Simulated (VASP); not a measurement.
# I (Fm-3m) in VASP: a series of runs

I is run at these levels: PBE; tasks: single point.

Program: VASP 6.6.1. These are calculated values, not measurements. Logs are shortened: lines on timing, memory, paths and dates and some standing lists are left out, and cuts for length are marked.

## (1) The cell of the first run

Symmetry: Fm-3m, No. 225, cubic system. Conventional cell: a = 5.300 Å, b = 5.300 Å, c = 5.300 Å, α = 90.00°, β = 90.00°, γ = 90.00°. I (site symmetry m-3m) has 12 I at 3.75 Å within 4.9 Å.

## (2) Single point, PBE

Contents of INCAR:

```
ALGO = Normal ; EDIFF = 1E-6
ENCUT = 520 ; GGA = PE
ISIF = 2 ; ISMEAR = -1
LASPH = True ; LCHARG = False
LREAL = False ; LWAVE = False
NBANDS = 10 ; NELM = 80
PREC = Accurate ; SIGMA = 0.06122561905347299
```

Contents of KPOINTS:

```
k-points
0
Gamma
  36 36 36
```

Contents of POSCAR:

```
I
1.0
    0.0000000000      2.6501909296      2.6501909296
    2.6501909296      0.0000000000      2.6501909296
    2.6501909296      2.6501909296      0.0000000000
I
1
Direct
    0.0000000000      0.0000000000      0.0000000000
```

Potentials or basis: VASP PAW PBE potentials, release 64 (I).

Launch:

```
$ cat potpaw_PBE.64/I/POTCAR > POTCAR
$ mpirun -np 1 vasp_std > vasp.out
```

OUTCAR:

```text
EDIFF = 1E-6
   ENCUT = 520
   GGA = PE
   ISIF = 2
   ISMEAR = -1
   LASPH = True
   LREAL = False
   NELM = 80
   PREC = Accurate

 ion  position               nearest neighbor table
   1  0.000  0.000  0.000-

  LATTYP: Found a face centered cubic cell.
 ALAT       =     5.3003818592

  Lattice vectors:

 A1 = (   0.0000000000,   2.6501909296,   2.6501909296)
 A2 = (   2.6501909296,   0.0000000000,   2.6501909296)
 A3 = (   2.6501909296,   2.6501909296,   0.0000000000)

Analysis of symmetry for initial positions (statically):
=====================================================================
 Subroutine PRICEL returns:
 Original cell was already a primitive cell.

 Routine SETGRP: Setting up the symmetry group for a
 face centered cubic supercell.

 Subroutine GETGRP returns: Found 48 space group operations
 (whereof 48 operations were pure point group operations)
 out of a pool of 48 trial point group operations.

The static configuration has the point symmetry O_h .

Analysis of symmetry for dynamics (positions and initial velocities):
=====================================================================
 Subroutine PRICEL returns:
 Original cell was already a primitive cell.

 Routine SETGRP: Setting up the symmetry group for a
 face centered cubic supercell.

 Subroutine GETGRP returns: Found 48 space group operations
 (whereof 48 operations were pure point group operations)
 out of a pool of 48 trial point group operations.

The dynamic configuration has the point symmetry O_h .

 Subroutine INISYM returns: Found 48 space group operations
 (whereof 48 operations are pure point group operations),
 and found     1 'primitive' translations

----------------------------------------------------------------------------------------

                                     Primitive cell

  volume of cell :      37.2273

  direct lattice vectors                    reciprocal lattice vectors
     0.000000000  2.650190930  2.650190930    -0.188665652  0.188665652  0.188665652
     2.650190930  0.000000000  2.650190930     0.188665652 -0.188665652  0.188665652
     2.650190930  2.650190930  0.000000000     0.188665652  0.188665652 -0.188665652

  length of vectors
     3.747935956  3.747935956  3.747935956     0.326778495  0.326778495  0.326778495

  position of ions in fractional coordinates (direct lattice)
     0.000000000  0.000000000  0.000000000

  ion indices of the primitive-cell ions
   primitive index   ion index
                 1           1

----------------------------------------------------------------------------------------

 KPOINTS: k-points

Automatic generation of k-mesh.
 Grid dimensions read from file:
 generate k-points for:   36   36   36

 Generating k-lattice:

  Cartesian coordinates                     Fractional coordinates (reciprocal lattice)
    -0.005240713  0.005240713  0.005240713     0.027777778  0.000000000  0.000000000
     0.005240713 -0.005240713  0.005240713     0.000000000  0.027777778  0.000000000
     0.005240713  0.005240713 -0.005240713     0.000000000  0.000000000  0.027777778

  Length of vectors
     0.009077180  0.009077180  0.009077180

  Shift w.r.t. Gamma in fractional coordinates (k-lattice)
     0.000000000  0.000000000  0.000000000

 Subroutine IBZKPT returns following result:
 ===========================================

 Found   1240 irreducible k-points:

 Following reciprocal coordinates:
            Coordinates               Weight
  0.000000  0.000000  0.000000      1.000000
  0.027778  0.000000  0.000000      8.000000
  0.055556  0.000000  0.000000      8.000000
  0.083333  0.000000  0.000000      8.000000
  0.111111  0.000000  0.000000      8.000000
  0.138889  0.000000  0.000000      8.000000
[... 16 lines left out ...]
  0.111111  0.027778  0.000000     24.000000
  0.138889  0.027778  0.000000     24.000000
 [... further k-points ...]
   k-points           NKPTS =   1240   k-points in BZ     NKDIM =   1240   number of bands    NBANDS=     10
   number of dos      NEDOS =    301   number of ions     NIONS =      1
   total plane-waves  NPLWV =  21952
   dimension x,y,z NGX =    28 NGY =   28 NGZ =   28
   dimension x,y,z NGXF=    56 NGYF=   56 NGZF=   56
   ions per type =               1
   NGX,Y,Z   is equivalent  to a cutoff of  12.42, 12.42, 12.42 a.u.
   NGXF,Y,Z  is equivalent  to a cutoff of  24.84, 24.84, 24.84 a.u.
 SYSTEM =  unknown system
   PREC   = accura    normal or accurate (medium, high low for compatibility)
   ISTART =      0    job   : 0-new  1-cont  2-samecut
   ICHARG =      2    charge: 1-file 2-atom 10-const
   ISPIN  =      1    spin polarized calculation?
   LNONCOLLINEAR =      F non collinear calculations
   LSORBIT =      F    spin-orbit coupling
   LASPH  =      T    aspherical Exc in radial PAW
   ENCUT  =  520.0 eV  38.22 Ry    6.18 a.u.   6.97  6.97  6.97*2*pi/ulx,y,z
   NELM   =     80;   NELMIN=  2; NELMDL= -5     # of ELM steps
   EDIFF  = 0.1E-05   stopping-criterion for ELM
   LREAL  =      F    real-space projection
   EDIFFG = 0.1E-04   stopping-criterion for IOM
   NSW    =      0    number of steps for IOM
   IBRION =     -1    ionic relax: 0-MD 1-quasi-New 2-CG
   NFREE  =      0    steps in history (QN), initial steepest desc. (CG)
   ISIF   =      2    stress and relaxation
   ISYM   =      2    0-nonsym 1-usesym 2-fastsym
   POTIM  = 0.5000    time-step for ionic-motion
   TEBEG  =    0.0;   TEEND  =   0.0 temperature during run
   PSTRESS=    0.0 pullay stress
   NELECT =       7.0000    total number of electrons
   NUPDOWN=      -1.0000    fix difference up-down
   EMIN   =  10.00;   EMAX   =-10.00  energy-range for DOS
   EFERMI =   0.00;   METHOD = LEGACY
   ISMEAR =    -1;   SIGMA  =   0.06  broadening in eV -4-tet -1-fermi 0-gaus
   EFERMI_NEDOS =   21; number of points for ismear=-14 and -15
   IALGO  =     38    algorithm
   IMIX   =      4    mixing-type and parameters
     AMIX     =   0.40;   BMIX     =  1.00
     AMIX_MAG =   1.60;   BMIX_MAG =  1.00
  volume/ion in A,a.u.               =      37.23       251.22
  Fermi-wavevector in a.u.,A,eV,Ry     =   0.937894  1.772362 11.968295  0.879645
  Thomas-Fermi vector in A             =   2.065051
   LORBIT       =      0    0 simple, 1 ext, 2 COOP (PROOUT), +10 PAW based schemes
   GGA     = PE    functional components
   LHFCALC =     F    Hartree Fock is set to
   AEXX    =    0.0000 exact exchange contribution
   IVDW    =     0    specifies the selected vdW correction
   LEPSILON=     F    determine dielectric tensor
   LRPA    =     F    only Hartree local field effects (RPA)
 non-spin polarized calculation
  energy-cutoff  :      520.00
  volume of cell :       37.23
 maximum number of plane-waves:      1019
   NGX = 13   NGY = 13   NGZ = 13

 number of electron       7.0000001 magnetization

 Free energy of the ion-electron system (eV)
  ---------------------------------------------------
  ext. energy  EPLUGINS =         0.00000000
  ---------------------------------------------------
  free energy    TOTEN  =        -1.03980288 eV

  energy without entropy =       -1.01772282  energy(sigma->0) =       -1.02876285

 E-fermi :   3.7307     XC(G=0):  -8.8369

 val. band max:        3.7302452507   @ k =   0.3611   0.1111   0.0278
 cond. band min:       3.7312733412   @ k =   0.3056   0.1389   0.0278
 fundamental gap:      0.0010280905
 Fermi energy:         3.7307061561

 k-point     1 :       0.0000    0.0000    0.0000
  band No.  band energies     occupation
      1      -9.3168      2.00000
      2       4.6086      0.00000
      3       4.6086      0.00000
      4       4.6086      0.00000
      5      10.5874      0.00000
      6      13.3944      0.00000
      7      13.3944      0.00000
      8      13.3944      0.00000
      9      15.6174      0.00000
     10      16.9304      0.00000

 k-point     2 :       0.0278    0.0000    0.0000
  band No.  band energies     occupation
      1      -9.3095      2.00000
      2       4.5482      0.00000
      3       4.6029      0.00000
      4       4.6029      0.00000
      5      10.6388      0.00000
      6      13.3345      0.00000
      7      13.4107      0.00000
      8      13.4107      0.00000
      9      15.7232      0.00000
     10      16.8498      0.00000

 k-point     3 :       0.0556    0.0000    0.0000
  band No.  band energies     occupation
      1      -9.2875      2.00000
      2       4.3750      0.00005
      3       4.5859      0.00000
      4       4.5859      0.00000
      5      10.7807      0.00000
      6      13.1913      0.00000
      7      13.4579      0.00000
      8      13.4579      0.00000
      9      16.0049      0.00000
     10      16.6509      0.00000

 k-point     4 :       0.0833    0.0000    0.0000
  band No.  band energies     occupation
      1      -9.2512      2.00000
      2       4.1090      0.00414
      3       4.5585      0.00000
      4       4.5585      0.00000
      5      10.9777      0.00000
      6      13.0374      0.00000
      7      13.5310      0.00000
      8      13.5310      0.00000
      9      16.3943      0.00000
     10      16.4058      0.00000
[... 222 lines left out ...]
 k-point    22 :       0.0833    0.0278    0.0000
  band No.  band energies     occupation
      1      -9.2584      2.00000
      2       4.1881      0.00114
      3       4.5286      0.00000
      4       4.5683      0.00000
      5      10.9520      0.00000
      6      12.9986      0.00000
      7      13.5318      0.00000
      8      13.5635      0.00000
      9      16.1964      0.00000
     10      16.3233      0.00000

 k-point    23 :       0.1111    0.0278    0.0000
  band No.  band energies     occupation
      1      -9.2130      2.00000
      2       3.8772      0.16758
      3       4.4852      0.00001
      4       4.5443      0.00000
      5      11.1547      0.00000
      6      12.8777      0.00000
      7      13.6107      0.00000
      8      13.6593      0.00000
      9      15.9330      0.00000
     10      16.4912      0.00000

 k-point    24 :       0.1389    0.0278    0.0000
  band No.  band energies     occupation
      1      -9.1542      2.00000
      2       3.5135      1.94400
      3       4.4354      0.00002
      4       4.5101      0.00001
      5      11.3071      0.00000
      6      12.8624      0.00000
      7      13.6971      0.00000
      8      13.7577      0.00000
      9      15.7126      0.00000
     10      16.2973      0.00000

 [... further k-points ...]

------------------------ aborting loop because EDIFF is reached ----------------------------------------

  FORCE on cell =-STRESS in cart. coord.  units (eV):
  Direction    XX          YY          ZZ          XY          YZ          ZX
  --------------------------------------------------------------------------------------
  -------------------------------------------------------------------------------------
  Total       -0.2800278     -0.2800278     -0.2800278      0.0000000      0.0000000     -0.0000000
  in kB      -12.0517556    -12.0517556    -12.0517556      0.0000000      0.0000000     -0.0000000
  external PRESSURE =     -12.0517556 kB  Pullay stress =       0.0000000 kB

 VOLUME and BASIS-vectors are now :
 -----------------------------------------------------------------------------
  energy-cutoff  :      520.00
  volume of cell :       37.23
      direct lattice vectors                 reciprocal lattice vectors
     0.000000000  2.650190930  2.650190930    -0.188665652  0.188665652  0.188665652
     2.650190930  0.000000000  2.650190930     0.188665652 -0.188665652  0.188665652
     2.650190930  2.650190930  0.000000000     0.188665652  0.188665652 -0.188665652

 POSITION                                       TOTAL-FORCE (eV/Angst)
 -----------------------------------------------------------------------------------
      0.00000      0.00000      0.00000         0.000000     -0.000000      0.000000
 -----------------------------------------------------------------------------------
    total drift:                                0.000000      0.000000      0.000000

  FREE ENERGIE OF THE ION-ELECTRON SYSTEM (eV)
  ---------------------------------------------------
  free  energy   TOTEN  =        -1.0398028830 eV

  energy  without entropy=       -1.0177228178  energy(sigma->0) =       -1.02876285
```

Wall time 3.6 min (1 thread of Intel Xeon Platinum 8259CL at 2.50GHz (Skylake/Cascade Lake), shared host); peak memory 0.51 GiB.

Results:

```yaml
Free_energy: -1.0398 eV
Pressure: -1.2 GPa
Band_gap_on_the_k_mesh: zero (an odd number of electrons rules out a gap without spin polarisation)
```

Levels at points of the mesh, in eV from the Fermi level:
```csv
k point,band 1,band 2,band 3,band 4,band 5,band 6,band 7,band 8,band 9
"(0.00, 0.00, 0.00)",-13.05,0.88,0.88,0.88,6.86,9.66,9.66,9.66,11.89
"(0.50, 0.00, 0.00)",-11.82,-4.12,0.23,0.23,6.55,9.15,9.15,11.13,14.89
"(0.50, 0.50, 0.00)",-11.39,-3.70,-1.03,-1.03,5.01,5.80,15.84,16.33,16.60
```

Caveat: spin-orbit coupling is left out, which moves the levels of the heavy elements; an odd number of electrons without spin polarisation forces a metal; a magnetic or distorted state may lie lower.

## (3) Single point, PBE

This run uses another cell than the first one, of 33.01 Å³/atom.

Contents of INCAR:

```
PREC = Accurate
ENCUT = 520
EDIFF = 1E-7
ISMEAR = -1
SIGMA = 0.06122561905347299
LREAL = False
LASPH = True
NELM = 100
ALGO = Normal
ISIF = 2
LWAVE = False
LCHARG = False
GGA = PE
NBANDS = 10
```

Contents of KPOINTS:

```
Automatic mesh
0
Gamma
  36 36 36
```

Contents of POSCAR:

```
I
1.0
    0.0000000000      2.5461529740      2.5461529740
    2.5461529740      0.0000000000      2.5461529740
    2.5461529740      2.5461529740      0.0000000000
I
1
Direct
    0.0000000000      0.0000000000      0.0000000000
```

Potentials or basis: VASP PAW PBE potentials, release 64 (I).

Launch:

```
$ cat potpaw_PBE.64/I/POTCAR > POTCAR
$ mpirun -np 1 vasp_std > vasp.out
```

Wall time 2.2 min (1 thread of Intel Xeon 6975P-C (Granite Rapids), shared host); peak memory 0.47 GiB.

Results (log left out):

* Free energy: -1.0383 eV
* Pressure: 1.7 GPa
* Band gap on the k mesh: zero (an odd number of electrons rules out a gap without spin polarisation)

Levels at points of the mesh, in eV from the Fermi level:
| k point | band 2 | band 3 | band 4 | band 5 | band 6 | band 7 |
| --- | --- | --- | --- | --- | --- | --- |
| (0.00, 0.00, 0.00) | 1.12 | 1.12 | 1.12 | 7.53 | 9.63 | 9.63 |
| (0.50, 0.00, 0.00) | -4.97 | 0.31 | 0.31 | 6.54 | 9.05 | 9.05 |
| (0.50, 0.50, 0.00) | -4.46 | -1.27 | -1.27 | 4.58 | 5.36 | 17.07 |

Caveat: spin-orbit coupling is left out, which moves the levels of the heavy elements; an odd number of electrons without spin polarisation forces a metal; a magnetic or distorted state may lie lower.

## (4) Single point, PBE

This run uses another cell than the first one, of 33.72 Å³/atom.

Contents of INCAR:

```
SYSTEM = I
PREC = Accurate ; ENCUT = 520
EDIFF = 1E-6 ; ISMEAR = -1
SIGMA = 0.06122561905347299 ; LREAL = .FALSE.
LASPH = .TRUE. ; NELM = 80
ALGO = Normal ; ISIF = 2
LWAVE = .FALSE. ; LCHARG = .FALSE.
GGA = PE ; NBANDS = 10
```

Contents of KPOINTS:

```
regular mesh
0
G
  36 36 36
  0 0 0
```

Contents of POSCAR:

```
I
1.0
    0.0000000000      2.5640842195      2.5640842195
    2.5640842195      0.0000000000      2.5640842195
    2.5640842195      2.5640842195      0.0000000000
I
1
Direct
    0.0000000000      0.0000000000      0.0000000000
```

Launch:

```
$ cat potpaw_PBE.64/I/POTCAR > POTCAR
$ mpirun -np 1 vasp_std > vasp.out
```

Run time: 1.7 min. Hardware: 1 thread of Intel Xeon 6975P-C (Granite Rapids), shared host; peak memory 0.48 GiB.

Results (log left out):

```
Free energy            : -1.0442 eV
Pressure               : 1.0 GPa
Band gap on the k mesh : zero (an odd number of electrons rules out a gap without spin polarisation)
```

Levels at points of the mesh, in eV from the Fermi level:
```tsv
k point	band 1	band 2	band 3	band 4	band 5	band 6	band 7	band 8	band 9
(0.00, 0.00, 0.00)	-13.66	1.07	1.07	1.07	7.40	9.64	9.64	9.64	11.72
(0.50, 0.00, 0.00)	-12.10	-4.81	0.30	0.30	6.54	9.07	9.07	11.02	15.74
(0.50, 0.50, 0.00)	-11.54	-4.32	-1.22	-1.22	4.66	5.44	16.85	16.94	17.25
```

Caveat: spin-orbit coupling is left out, which moves the levels of the heavy elements; an odd number of electrons without spin polarisation forces a metal; a magnetic or distorted state may lie lower.

## (5) Single point, PBE

This run uses another cell than the first one, of 34.42 Å³/atom.

Contents of INCAR:

```
SYSTEM = I
  PREC = Accurate
  ENCUT = 520
  EDIFF = 1E-6
  ISMEAR = -1
  SIGMA = 0.06122561905347299
  LREAL = .FALSE.
  LASPH = .TRUE.
  NELM = 80
  ALGO = Normal
  ISIF = 2
  LWAVE = .FALSE.
  LCHARG = .FALSE.
  GGA = PE
  NBANDS = 10
```

Contents of KPOINTS:

```
Automatic mesh
0
G
  36 36 36
  0 0 0
```

Contents of POSCAR:

```
I
1.0
    0.0000000000      2.5817681178      2.5817681178
    2.5817681178      0.0000000000      2.5817681178
    2.5817681178      2.5817681178      0.0000000000
I
1
Direct
    0.0000000000      0.0000000000      0.0000000000
```

Launch:

```
$ cat potpaw_PBE.64/I/POTCAR > POTCAR
$ mpirun -np 1 vasp_std > vasp.out
```

It took 1.8 min on 1 thread of Intel Xeon 6975P-C (Granite Rapids), shared host; peak memory 0.48 GiB.

The run converged. Its results:

```yaml
Free_energy: -1.0474 eV
Pressure: 0.4 GPa
Band_gap_on_the_k_mesh: zero (an odd number of electrons rules out a gap without spin polarisation)
```

Levels at points of the mesh, in eV from the Fermi level:
```tsv
k point	band 2	band 3	band 4	band 5	band 6	band 7
(0.00, 0.00, 0.00)	1.03	1.03	1.03	7.28	9.64	9.64
(0.50, 0.00, 0.00)	-4.66	0.28	0.28	6.54	9.09	9.09
(0.50, 0.50, 0.00)	-4.19	-1.18	-1.18	4.73	5.52	16.64
```

Caveat: spin-orbit coupling is left out, which moves the levels of the heavy elements; an odd number of electrons without spin polarisation forces a metal; a magnetic or distorted state may lie lower.

## (6) The runs side by side

| cell | gap on the mesh (eV) | pressure (GPa) |
| --- | --- | --- |
| a = 3.748 Å, angles 60.0°, 1 atom | none | -1.2 |
| a = 3.601 Å, angles 60.0°, 1 atom | none | 1.7 |
| a = 3.626 Å, angles 60.0°, 1 atom | none | 1.0 |
| a = 3.651 Å, angles 60.0°, 1 atom | none | 0.4 |

Alike in all rows: task single point; level PBE; potentials or basis VASP PAW PBE potentials, release 64 (I); no spin polarisation; k mesh 36 × 36 × 36; cutoff (eV) 520; smearing fermi-dirac 0.0612256 eV.

Caveats: spin-orbit coupling is left out, which moves the levels of the heavy elements; an odd number of electrons without spin polarisation forces a metal; a magnetic or distorted state may lie lower.

Total energies depend on the potentials used, so only differences within one code and one set of settings carry meaning.
